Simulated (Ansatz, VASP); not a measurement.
## One calculation of TiO2, two programs

The input INCAR:

```
SYSTEM = TiO2
PREC = Accurate
ENCUT = 520
EDIFF = 1E-7
ISMEAR = -1
SIGMA = 0.05
LREAL = .FALSE.
LASPH = .TRUE.
NELM = 60
ALGO = Normal
ISIF = 2
LWAVE = .FALSE.
LCHARG = .TRUE.
GGA = B5
ALDAX = 1.0
AGGAX = 1.0
AGGAC = 1.0
ALDAC = 0.0
LELF = .TRUE.
LVHAR = .TRUE.
NBANDS = 33
```

Contents of KPOINTS:

```
Automatic mesh
0
G
  10 10 10
  0 0 0
```

File POSCAR:

```
TiO2
1.0
   -1.8534748763      1.8534748763      4.6601849950
    1.8534748763     -1.8534748763      4.6601849950
    1.8534748763      1.8534748763     -4.6601849950
Ti O
2 4
Direct
    0.7500000000      0.2500000000      0.5000000000
    0.0000000000      0.0000000000      0.0000000000
    0.7919000000      0.7919000000      0.0000000000
    0.5419000000      0.0419000000      0.5000000000
    0.9581000000      0.4581000000      0.5000000000
    0.2081000000      0.2081000000      0.0000000000
```

input.yaml

```yaml
crystal:
  lattice:
    - [-1.8534748763, 1.8534748763, 4.660184995]
    - [1.8534748763, -1.8534748763, 4.660184995]
    - [1.8534748763, 1.8534748763, -4.660184995]
  atoms:
    - { symbol: Ti, position: [0.75, 0.25, 0.5] }
    - { symbol: Ti, position: [0.0, 0.0, 0.0] }
    - { symbol: O, position: [0.7919, 0.7919, 0.0] }
    - { symbol: O, position: [0.5419, 0.0419, 0.5] }
    - { symbol: O, position: [0.9581, 0.4581, 0.5] }
    - { symbol: O, position: [0.2081, 0.2081, 0.0] }
hamiltonian:
  xc: blyp
  pseudopotentials: { kind: paw }
kpoints:
  mp_grid: { grid: [10, 10, 10] }
scf:
  occupations: { method: fermi_dirac, width: 0.05 }
output:
  forces: true
  stress: true
  eigenvalues: true
```

Alike in both runs: task single point; functional BLYP; k mesh 10 × 10 × 10; occupations fermi-dirac, width 0.05 eV; no spin polarisation.

```csv
,VASP,Ansatz
version,VASP 6.6.1,Ansatz 0.2.0
potentials or method,"VASP PAW PBE potentials, release 64 (Ti_sv, O)",Ansatz PAW
plane-wave cutoff (eV),520,420
valence electrons in the cell,48,48
```

Ansatz gave:

* gap on the k mesh at the Fermi level (eV): 2.28
* least direct gap on the mesh (eV): 2.60
* rms of the force components (eV/Å): 0.283

Problem. Which values does VASP return?

Solution. gap on the k mesh at the Fermi level (eV): 2.25; least direct gap on the mesh (eV): 2.57; rms of the force components (eV/Å): 0.301.

VASP's potentials were made for PBE, not for BLYP. Atom by atom the forces differ by 0.017 eV/Å (rms over components). With one functional, cell and mesh, what is left measures potentials, basis and numerics.
